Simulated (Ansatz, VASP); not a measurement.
## Two plane-wave programs on CdSi2

File INCAR:

```
ALGO = Fast ; EDIFF = 1E-6
EDIFFG = -0.01 ; ENCUT = 600
GGA = PE ; IBRION = 2
ISIF = 3 ; ISMEAR = 0
LASPH = T ; LCHARG = F
LREAL = F ; LWAVE = F
NELM = 100 ; NSW = 100
PREC = Accurate ; SIGMA = 0.1
```

Contents of KPOINTS:

```
k-points
0
Gamma
  12 12 4
```

File POSCAR:

```
CdSi2
1.0
    3.7433195019      0.0000000000      0.0000000000
   -1.8716597510      3.2418097832      0.0000000000
    0.0000000000      0.0000000000     10.4199826905
Cd Si
2 4
Direct
    0.3333333333      0.6666666667      0.2500000000
    0.6666666667      0.3333333333      0.7500000000
    0.3333333333      0.6666666667      0.9542936268
    0.6666666667      0.3333333333      0.0457063732
    0.6666666667      0.3333333333      0.4542936268
    0.3333333333      0.6666666667      0.5457063732
```

Input for Ansatz:

```yaml
crystal:
  lattice:
    - [3.7433195019, 0.0, 0.0]
    - [-1.871659751, 3.2418097832, 0.0]
    - [0.0, 0.0, 10.4199826905]
  atoms:
    - { symbol: Cd, position: [0.3333333333, 0.6666666667, 0.25] }
    - { symbol: Cd, position: [0.6666666667, 0.3333333333, 0.75] }
    - { symbol: Si, position: [0.3333333333, 0.6666666667, 0.9542936268] }
    - { symbol: Si, position: [0.6666666667, 0.3333333333, 0.0457063732] }
    - { symbol: Si, position: [0.6666666667, 0.3333333333, 0.4542936268] }
    - { symbol: Si, position: [0.3333333333, 0.6666666667, 0.5457063732] }
basis:
  ecutwfc: 420
kpoints:
  mp_grid: { grid: [12, 12, 4] }
hamiltonian:
  xc: pbe
scf:
  occupations: { method: gaussian, width: 0.1 }
output:
  forces: true
  stress: true
  eigenvalues: true
relax:
  adjacent_minimum: "off"
  f_tol: 0.01
  max_steps: 80
  cell: { stress_tol: 0.05 }
```

Change from the starting cell: species swapped into the TcB2 type (P6_3/mmc, No. 194).

Alike in both runs: task relaxation of cell and atoms; functional PBE; k mesh 12 × 12 × 4; occupations gaussian, width 0.1 eV; no spin polarisation.

|  | VASP | Ansatz |
| --- | --- | --- |
| version | VASP 6.6.1 | Ansatz 0.2.0 |
| potentials or method | VASP PAW PBE potentials, release 64 (Cd, Si), cutoff 600 eV | scalar-relativistic, plane waves, PAW |
| valence electrons in the cell | 40 | 56 |

Ansatz gave:

```
gap on the k mesh at the Fermi level, each at its own relaxed structure (eV) : none
relaxed volume (Å³/atom)                                                     : 21.17
relaxed length of the cell vector where the two differ most in proportion (Å)              : 10.338
```

Q: What did VASP give for the same quantities?

A: gap on the k mesh at the Fermi level, each at its own relaxed structure (eV): none; relaxed volume (Å³/atom): 21.19; relaxed length of the cell vector where the two differ most in proportion (Å): 10.350.

A gap of «none» marks a metal or a gap that the smearing closes. VASP's potentials hold 40 valence electrons a cell and Ansatz's 56, so a difference there can come from the potentials and not from the codes.
